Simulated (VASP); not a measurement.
Input of a VASP 6.6.1 run:

The input INCAR:

```
SYSTEM = La
ALGO = Normal
EDIFF = 1E-6
ENCUT = 520
GGA = PS
ISIF = 2
ISMEAR = -1
LASPH = .True.
LCHARG = .True.
LELF = .True.
LREAL = .False.
LVHAR = .True.
LWAVE = .False.
NBANDS = 12
NELM = 60
PREC = Accurate
SIGMA = 0.05
```

File KPOINTS:

```
k-points
0
Gamma
  12 12 12
  0 0 0
```

Contents of POSCAR:

```
La
1.0
    0.0000000000      2.6480000000      2.6480000000
    2.6480000000      0.0000000000      2.6480000000
    2.6480000000      2.6480000000      0.0000000000
La
1
Direct
    0.0000000000      0.0000000000      0.0000000000
```

Potentials or basis: VASP PAW PBE potentials, release 64 (La).

Command:

```console
$ cat potpaw_PBE.64/La/POTCAR > POTCAR
$ mpirun -np 1 vasp_std > vasp.out
```

Problem. What does it give for the pressure?

Solution. -2.3 GPa.

Problem. Predict the band gap on the k mesh.

Solution. Zero (an odd number of electrons rules out a gap without spin polarisation).

Caveat: the PAW data sets were made with another functional, which shifts forces and pressure a little; spin-orbit coupling is left out, which moves the levels of the heavy elements.
